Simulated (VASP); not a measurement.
# AlH3 (P4/mbm) in VASP: single point with PBEsol

Aim: the single point of AlH3 with PBEsol.

Everything below comes from runs of VASP 6.6.1. Logs are shortened: lines on timing, memory, paths and dates and some standing lists are left out, and cuts for length are marked.

## (1) The cell of the first run

The structure is tetragonal, space group P4/mbm (No. 127). Conventional cell: a = 4.717 Å, b = 4.717 Å, c = 3.430 Å, α = 90.00°, β = 90.00°, γ = 90.00°. Within 2.3 Å of Al (site symmetry 4/m) lie 6 H at 1.71 to 1.72 Å. Within 2.3 Å of H (site symmetry m2m) lie 2 Al at 1.72 Å. H (site symmetry 4/m) has 2 Al at 1.71 Å within 2.3 Å.

## (2) Single point, PBEsol

INCAR

```
  PREC = Accurate
  ENCUT = 520
  EDIFF = 1E-6
  ISMEAR = 0
  SIGMA = 0.02
  LREAL = F
  LASPH = T
  NELM = 80
  ALGO = Normal
  ISIF = 2
  LWAVE = F
  LCHARG = F
  GGA = PS
  NBANDS = 16
```

KPOINTS

```
Automatic mesh
0
Gamma
  6 6 8
```

POSCAR

```
AlH3
1.0
    4.7174199544      0.0000000000      0.0000000000
    0.0000000000      4.7174199544      0.0000000000
    0.0000000000      0.0000000000      3.4297911917
Al H
2 6
Direct
    0.5000000000      0.5000000000      0.0000000000
    0.0000000000      0.0000000000      0.0000000000
    0.8117695608      0.3117695608      0.0000000000
    0.6882304392      0.8117695608      0.0000000000
    0.5000000000      0.5000000000      0.5000000000
    0.1882304392      0.6882304392      0.0000000000
    0.3117695608      0.1882304392      0.0000000000
    0.0000000000      0.0000000000      0.5000000000
```

Potentials or basis: VASP PAW PBE potentials, release 64 (Al, H).

The run is started by

```bash
cat potpaw_PBE.64/Al/POTCAR potpaw_PBE.64/H/POTCAR > POTCAR
mpirun -np 1 vasp_std > vasp.out
```

OUTCAR:

```text
PREC = Accurate
   ENCUT = 520
   EDIFF = 1E-6
   ISMEAR = 0
   LREAL = F
   LASPH = T
   NELM = 80
   ISIF = 2
   GGA = PS

 ion  position               nearest neighbor table
   1  0.500  0.500  0.000-   5 1.71   5 1.71   3 1.72   6 1.72   7 1.72   4 1.72   2 3.34   2 3.34
                             2 3.34   2 3.34
   2  0.000  0.000  0.000-   8 1.71   8 1.71   6 1.72   7 1.72   3 1.72   4 1.72   1 3.34   1 3.34
                             1 3.34   1 3.34
   3  0.812  0.312  0.000-   1 1.72   2 1.72
   4  0.688  0.812  0.000-   1 1.72   2 1.72
   5  0.500  0.500  0.500-   1 1.71   1 1.71
   6  0.188  0.688  0.000-   1 1.72   2 1.72
   7  0.312  0.188  0.000-   1 1.72   2 1.72
   8  0.000  0.000  0.500-   2 1.71   2 1.71

  LATTYP: Found a simple tetragonal cell.
 ALAT       =     4.7174199544
 C/A-ratio  =     0.7270480951

  Lattice vectors:

 A1 = (   4.7174199544,   0.0000000000,   0.0000000000)
 A2 = (   0.0000000000,   4.7174199544,   0.0000000000)
 A3 = (   0.0000000000,   0.0000000000,   3.4297911917)

Analysis of symmetry for initial positions (statically):
=====================================================================
 Subroutine PRICEL returns:
 Original cell was already a primitive cell.

 Routine SETGRP: Setting up the symmetry group for a
 simple tetragonal supercell.

 Subroutine GETGRP returns: Found 16 space group operations
 (whereof  8 operations were pure point group operations)
 out of a pool of 16 trial point group operations.

The static configuration has the point symmetry C_4h.
 The point group associated with its full space group is D_4h.

Analysis of symmetry for dynamics (positions and initial velocities):
=====================================================================
 Subroutine PRICEL returns:
 Original cell was already a primitive cell.

 Routine SETGRP: Setting up the symmetry group for a
 simple tetragonal supercell.

 Subroutine GETGRP returns: Found 16 space group operations
 (whereof  8 operations were pure point group operations)
 out of a pool of 16 trial point group operations.

The dynamic configuration has the point symmetry C_4h.
 The point group associated with its full space group is D_4h.

 Subroutine INISYM returns: Found 16 space group operations
 (whereof  8 operations are pure point group operations),
 and found     1 'primitive' translations

----------------------------------------------------------------------------------------

                                     Primitive cell

  volume of cell :      76.3267

  direct lattice vectors                    reciprocal lattice vectors
     4.717419954  0.000000000  0.000000000     0.211980279  0.000000000  0.000000000
     0.000000000  4.717419954  0.000000000     0.000000000  0.211980279  0.000000000
     0.000000000  0.000000000  3.429791192     0.000000000  0.000000000  0.291562939

  length of vectors
     4.717419954  4.717419954  3.429791192     0.211980279  0.211980279  0.291562939

  position of ions in fractional coordinates (direct lattice)
     0.500000000  0.500000000  0.000000000
     0.000000000  0.000000000  0.000000000
     0.811769561  0.311769561  0.000000000
     0.688230439  0.811769561  0.000000000
     0.500000000  0.500000000  0.500000000
     0.188230439  0.688230439  0.000000000
     0.311769561  0.188230439  0.000000000
     0.000000000  0.000000000  0.500000000

  ion indices of the primitive-cell ions
   primitive index   ion index
                 1           1
                 2           2
                 3           3
                 4           4
                 5           5
                 6           6
                 7           7
                 8           8

----------------------------------------------------------------------------------------

 KPOINTS: Automatic mesh

Automatic generation of k-mesh.
 Grid dimensions read from file:
 generate k-points for:    6    6    8

 Generating k-lattice:

  Cartesian coordinates                     Fractional coordinates (reciprocal lattice)
     0.035330047  0.000000000  0.000000000     0.166666667  0.000000000  0.000000000
     0.000000000  0.035330047  0.000000000     0.000000000  0.166666667  0.000000000
     0.000000000  0.000000000  0.036445367     0.000000000  0.000000000  0.125000000

  Length of vectors
     0.035330047  0.035330047  0.036445367

  Shift w.r.t. Gamma in fractional coordinates (k-lattice)
     0.000000000  0.000000000  0.000000000

 Subroutine IBZKPT returns following result:
 ===========================================

 Found     50 irreducible k-points:

 Following reciprocal coordinates:
            Coordinates               Weight
  0.000000  0.000000  0.000000      1.000000
  0.166667  0.000000  0.000000      4.000000
  0.333333  0.000000  0.000000      4.000000
  0.500000  0.000000  0.000000      2.000000
  0.166667  0.166667  0.000000      4.000000
  0.333333  0.166667  0.000000      8.000000
[... 16 lines left out ...]
  0.333333  0.000000  0.250000      8.000000
  0.500000  0.000000  0.250000      4.000000
 [... further k-points ...]
   k-points           NKPTS =     50   k-points in BZ     NKDIM =     50   number of bands    NBANDS=     16
   number of dos      NEDOS =    301   number of ions     NIONS =      8
   total plane-waves  NPLWV =  36288
   dimension x,y,z NGX =    36 NGY =   36 NGZ =   28
   dimension x,y,z NGXF=    72 NGYF=   72 NGZF=   56
   ions per type =               2   6
   NGX,Y,Z   is equivalent  to a cutoff of  12.69, 12.69, 13.57 a.u.
   NGXF,Y,Z  is equivalent  to a cutoff of  25.37, 25.37, 27.14 a.u.
 SYSTEM =  unknown system
   PREC   = accura    normal or accurate (medium, high low for compatibility)
   ISTART =      0    job   : 0-new  1-cont  2-samecut
   ICHARG =      2    charge: 1-file 2-atom 10-const
   ISPIN  =      1    spin polarized calculation?
   LNONCOLLINEAR =      F non collinear calculations
   LSORBIT =      F    spin-orbit coupling
   LASPH  =      T    aspherical Exc in radial PAW
   ENCUT  =  520.0 eV  38.22 Ry    6.18 a.u.   8.77  8.77  6.38*2*pi/ulx,y,z
   NELM   =     80;   NELMIN=  2; NELMDL= -5     # of ELM steps
   EDIFF  = 0.1E-05   stopping-criterion for ELM
   LREAL  =      F    real-space projection
   EDIFFG = 0.1E-04   stopping-criterion for IOM
   NSW    =      0    number of steps for IOM
   IBRION =     -1    ionic relax: 0-MD 1-quasi-New 2-CG
   NFREE  =      0    steps in history (QN), initial steepest desc. (CG)
   ISIF   =      2    stress and relaxation
   ISYM   =      2    0-nonsym 1-usesym 2-fastsym
   POTIM  = 0.5000    time-step for ionic-motion
   TEBEG  =    0.0;   TEEND  =   0.0 temperature during run
   PSTRESS=    0.0 pullay stress
   NELECT =      12.0000    total number of electrons
   NUPDOWN=      -1.0000    fix difference up-down
   EMIN   =  10.00;   EMAX   =-10.00  energy-range for DOS
   EFERMI =   0.00;   METHOD = LEGACY
   ISMEAR =     0;   SIGMA  =   0.02  broadening in eV -4-tet -1-fermi 0-gaus
   EFERMI_NEDOS =   21; number of points for ismear=-14 and -15
   IALGO  =     38    algorithm
   IMIX   =      4    mixing-type and parameters
     AMIX     =   0.40;   BMIX     =  1.00
     AMIX_MAG =   1.60;   BMIX_MAG =  1.00
  volume/ion in A,a.u.               =       9.54        64.38
  Fermi-wavevector in a.u.,A,eV,Ry     =   0.883574  1.669713 10.622113  0.780703
  Thomas-Fermi vector in A             =   2.004358
   LORBIT       =      0    0 simple, 1 ext, 2 COOP (PROOUT), +10 PAW based schemes
   GGA     = PS    functional components
   LHFCALC =     F    Hartree Fock is set to
   AEXX    =    0.0000 exact exchange contribution
   IVDW    =     0    specifies the selected vdW correction
   LEPSILON=     F    determine dielectric tensor
   LRPA    =     F    only Hartree local field effects (RPA)
 non-spin polarized calculation
 Gauss-broadening in eV      SIGMA  =   0.02
  energy-cutoff  :      520.00
  volume of cell :       76.33
 maximum number of plane-waves:      2076
 NGX is ok and might be reduce to    36
   NGX = 17   NGY = 17   NGZ = 13

 number of electron      12.0000003 magnetization

 Free energy of the ion-electron system (eV)
  ---------------------------------------------------
  ext. energy  EPLUGINS =         0.00000000
  ---------------------------------------------------
  free energy    TOTEN  =       -27.75759858 eV

  energy without entropy =      -27.75759858  energy(sigma->0) =      -27.75759858

 E-fermi :   1.0674     XC(G=0):  -8.3472

 val. band max:        0.9776648954   @ k =   0.5000   0.5000   0.0000
 cond. band min:       1.5893524762   @ k =   0.0000   0.0000   0.5000
 fundamental gap:      0.6116875808
 Fermi energy:         1.0674329488

 k-point     1 :       0.0000    0.0000    0.0000
  band No.  band energies     occupation
      1      -8.1230      2.00000
      2      -3.7701      2.00000
      3      -2.7398      2.00000
      4      -2.7398      2.00000
      5      -0.1390      2.00000
      6       0.3384      2.00000
[... 8 lines left out ...]
     15      12.5621      0.00000
     16      12.8443      0.00000

 k-point     2 :       0.1667    0.0000    0.0000
  band No.  band energies     occupation
      1      -7.9628      2.00000
      2      -4.5664      2.00000
      3      -2.6036      2.00000
      4      -2.1509      2.00000
      5      -0.2712      2.00000
      6       0.2150      2.00000
[... 8 lines left out ...]
     15      12.7465      0.00000
     16      13.0184      0.00000

 k-point     3 :       0.3333    0.0000    0.0000
  band No.  band energies     occupation
      1      -7.4886      2.00000
      2      -5.7100      2.00000
      3      -2.2115      2.00000
      4      -1.5129      2.00000
      5      -0.7031      2.00000
      6      -0.1414      2.00000
[... 8 lines left out ...]
     15      13.2273      0.00000
     16      13.5230      0.00000
[... 362 lines left out ...]
 k-point    23 :       0.3333    0.0000    0.2500
  band No.  band energies     occupation
      1      -6.8592      2.00000
      2      -5.0842      2.00000
      3      -1.9420      2.00000
      4      -1.6257      2.00000
      5      -1.5277      2.00000
      6      -0.5659      2.00000
[... 8 lines left out ...]
     15      11.5799      0.00000
     16      12.3329      0.00000

 k-point    24 :       0.5000    0.0000    0.2500
  band No.  band energies     occupation
      1      -6.0921      2.00000
      2      -6.0921      2.00000
      3      -1.5836      2.00000
      4      -1.5836      2.00000
      5      -1.2027      2.00000
      6      -1.2027      2.00000
[... 8 lines left out ...]
     15      11.6869      0.00000
     16      11.6869      0.00000

 [... further k-points ...]
[... 5 lines left out ...]
  --------------------------------------------------------------------------------------
  -------------------------------------------------------------------------------------
  Total       -0.4583741     -0.4583741     -0.3444297      0.0000000     -0.0000000     -0.0000000
  in kB       -9.6217465     -9.6217465     -7.2299348      0.0000000     -0.0000000     -0.0000000
  external PRESSURE =      -8.8244759 kB  Pullay stress =       0.0000000 kB

 VOLUME and BASIS-vectors are now :
 -----------------------------------------------------------------------------
  energy-cutoff  :      520.00
  volume of cell :       76.33
      direct lattice vectors                 reciprocal lattice vectors
     4.717419954  0.000000000  0.000000000     0.211980279  0.000000000  0.000000000
     0.000000000  4.717419954  0.000000000     0.000000000  0.211980279  0.000000000
     0.000000000  0.000000000  3.429791192     0.000000000  0.000000000  0.291562939

 POSITION                                       TOTAL-FORCE (eV/Angst)
 -----------------------------------------------------------------------------------
      2.35871      2.35871      0.00000        -0.000000     -0.000000      0.000000
      0.00000      0.00000      0.00000        -0.000000     -0.000000      0.000000
      3.82946      1.47075      0.00000         0.026709      0.026709      0.000000
      3.24667      3.82946      0.00000        -0.026709      0.026709      0.000000
      2.35871      2.35871      1.71490        -0.000000     -0.000000      0.000000
      0.88796      3.24667      0.00000        -0.026709     -0.026709      0.000000
      1.47075      0.88796      0.00000         0.026709     -0.026709     -0.000000
      0.00000      0.00000      1.71490        -0.000000     -0.000000      0.000000
 -----------------------------------------------------------------------------------
    total drift:                               -0.000000      0.000000     -0.000000

  FREE ENERGIE OF THE ION-ELECTRON SYSTEM (eV)
  ---------------------------------------------------
  free  energy   TOTEN  =       -27.7575985838 eV

  energy  without entropy=      -27.7575985838  energy(sigma->0) =      -27.75759858
```

Run time: 38 s. Hardware: 1 thread of Intel Xeon Platinum 8259CL at 2.50GHz (Skylake/Cascade Lake), shared host; peak memory 0.2 GiB.

Results:

```yaml
Free_energy: -27.7576 eV
Pressure: -0.9 GPa
Largest_force: 0.038 eV/Å
Band_gap_on_the_k_mesh: 0.61 eV (least direct gap 1.28 eV)
```

Forces on the atoms (eV/Å):
```
Al   0.000  0.000  0.000
Al   0.000  0.000  0.000
H    0.027  0.027  0.000
H   -0.027  0.027  0.000
H    0.000  0.000  0.000
H   -0.027 -0.027  0.000
H    0.027 -0.027  0.000
H    0.000  0.000  0.000
```

Caveat: the PAW data sets were made with another functional, which shifts forces and pressure a little. A k mesh can miss the band edges.
